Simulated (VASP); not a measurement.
Runs of VASP 6.6.1 on Cu. The structure is that of space group Fm-3m (No. 225), or close to it. The cells are those of the table. 

```csv
level,cell,k mesh,smearing,gap on the mesh (eV),pressure (GPa)
PBE,"a = 2.584 Å, angles 60.0°, 1 atom",18 × 18 × 18,fermi-dirac 0.0612256 eV,none,-2.1
PBE,"a = 2.515 Å, angles 60.0°, 1 atom",18 × 18 × 18,fermi-dirac 0.0612256 eV,none,10.7
PBE,"a = 2.617 Å, angles 60.0°, 1 atom",18 × 18 × 18,fermi-dirac 0.0612256 eV,none,-6.5
PBE,"a = 2.532 Å, angles 60.0°, 1 atom",18 × 18 × 18,fermi-dirac 0.0612256 eV,none,(b)
PBE,"a = 2.567 Å, angles 60.0°, 1 atom",18 × 18 × 18,fermi-dirac 0.0612256 eV,none,0.6
r2SCAN,"a = 2.523 Å, angles 60.0°, 1 atom",16 × 16 × 16,fermi-dirac 0.1 eV,none,(a)
```

Alike in all rows: task single point; potentials or basis VASP PAW PBE potentials, release 64 (Cu); no spin polarisation; cutoff (eV) 520.

Q: Estimate the missing entries.

A: (a) 1.7; (b) 6.9.

Caveats: the cell stands under pressure (at least some runs); the cell stands under tension (at least some runs); the PAW data sets were made with another functional, which shifts forces and pressure a little (at least some runs).

A gap of «none» marks levels without a gap at the run's occupations.
